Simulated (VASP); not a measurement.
Wanted: the native input for a VASP 6.6.1 run.

```
Task                   : single point
Functional             : r2SCAN
Potentials or basis    : VASP PAW PBE potentials, release 64 (Sn_d, Te)
Cutoff                 : 520 eV
k mesh                 : 8 × 8 × 8
Occupations            : fermi-dirac, width 0.02 eV
Spin                   : non-collinear spin, zero start, spin-orbit coupling
Starting moments       : [[0.0, 0.0, 0.0], [0.0, 0.0, 0.0]] μB
Dipole correction      : no
Further INCAR settings : ALGO = Normal; EDIFF = 1e-07; NBANDS = 32
```

SnTe:

```
Sn Te
1.0
     0.00000    3.28501    3.28501
     3.28501    0.00000    3.28501
     3.28501    3.28501    0.00000
Sn Te
1 1
Direct
  0.00000 0.00000 0.00000
  0.50000 0.50000 0.50000
```

This cell differs from its parent crystal: strain +3.0%.

The input as run:

POSCAR

```
SnTe
1.0
    0.0000000000      3.2850102558      3.2850102558
    3.2850102558      0.0000000000      3.2850102558
    3.2850102558      3.2850102558      0.0000000000
Sn Te
1 1
Direct
    0.0000000000      0.0000000000      0.0000000000
    0.5000000000      0.5000000000      0.5000000000
```

INCAR.step1

```
SYSTEM = SnTe
PREC = Accurate
ENCUT = 520
ISMEAR = -1
SIGMA = 0.02
LREAL = .FALSE.
LASPH = .TRUE.
NELM = 150
MAGMOM = 0 0 0 0 0 0
LSORBIT = .TRUE.
GGA_COMPAT = .FALSE.
NBANDS = 32
GGA = PE
ALGO = Normal
EDIFF = 1E-4
LWAVE = .TRUE.
LCHARG = .FALSE.
```

INCAR.step2

```
SYSTEM = SnTe
PREC = Accurate
ENCUT = 520
EDIFF = 1E-7
ISMEAR = -1
SIGMA = 0.02
LREAL = .FALSE.
LASPH = .TRUE.
NELM = 150
ALGO = Normal
ISIF = 2
LWAVE = .FALSE.
LCHARG = .FALSE.
MAGMOM = 0 0 0 0 0 0
LORBIT = 11
LSORBIT = .TRUE.
GGA_COMPAT = .FALSE.
LORBMOM = .TRUE.
METAGGA = R2SCAN
LMIXTAU = .TRUE.
NBANDS = 32
ISTART = 1
```

KPOINTS

```
Automatic mesh
0
G
  8 8 8
  0 0 0
```

Potentials or basis: VASP PAW PBE potentials, release 64 (Sn_d, Te).

The run is started by

```console
$ cat potpaw_PBE.64/Sn_d/POTCAR potpaw_PBE.64/Te/POTCAR > POTCAR
$ cp INCAR.step1 INCAR
$ mpirun -np 1 vasp_ncl > vasp.out
$ cp INCAR.step2 INCAR
$ mpirun -np 1 vasp_ncl > vasp.out
```

Results of the run:

```json
{"Pressure": "-3.3 GPa", "Net moment": "0.00 μB per cell", "Valence electrons inside the program's atomic spheres": "Sn 11.99; Te 3.38"}
```

Caveat: the cell differs from its parent crystal (strain +3.0%); the cell stands under tension; the PAW data sets were made with another functional, which shifts forces and pressure a little.

Wall time 29 min on 1 thread of Oxide Virtual Turin-like Processor (shared host), peak memory 0.49 GiB.
